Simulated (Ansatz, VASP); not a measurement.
## AlCrC4N4 in VASP and in Ansatz

```
CELL_PARAMETERS angstrom
5.95453 0.00000 0.00000
0.00000 5.95453 0.00000
0.00000 0.00000 5.95453
ATOMIC_POSITIONS crystal
Al 0.00000 0.00000 0.00000
Cr 0.50000 0.50000 0.50000
C 0.19081 0.19081 0.19081
C 0.19081 0.80919 0.80919
C 0.80919 0.19081 0.80919
C 0.80919 0.80919 0.19081
N 0.30439 0.30439 0.30439
N 0.30439 0.69561 0.69561
N 0.69561 0.30439 0.69561
N 0.69561 0.69561 0.30439
```

Alike in both runs: functional PBE; k mesh 6 × 6 × 6; occupations gaussian, width 0.02 eV; collinear spin.

Ansatz relaxed the structure, and its values are those at the end. VASP's run is a single point on that final structure, the one shown.

|  | VASP | Ansatz |
| --- | --- | --- |
| version | VASP 6.6.1 | Ansatz 0.2.0 |
| potentials or method | VASP PAW PBE potentials, release 64 (Al, Cr_pv, C, N), cutoff 520 eV | scalar-relativistic, plane waves, PAW |
| valence electrons in the cell | 51 | 53 |

|  | VASP | Ansatz | Ansatz less VASP |
| --- | --- | --- | --- |
| pressure (GPa) | -2.3 | 0.0 | +2.30 |
| rms of the force components (eV/Å) | 0.846 | 0.002 | -0.8440 |
| net moment per atom (μB) | 0.10 | 0.50 | +0.400 |
| size of the moment on the site where the two differ most (μB) | 0.72 | 3.01 | +2.290 |

The net moments are unlike, so the other rows may belong to different states. Site moments also hang on the region over which each program counts them. VASP's potentials hold 51 valence electrons a cell and Ansatz's 53, so a difference there can come from the potentials and not from the codes.

Noted on VASP's run: the standard files for N, O and F lose accuracy on very short bonds.
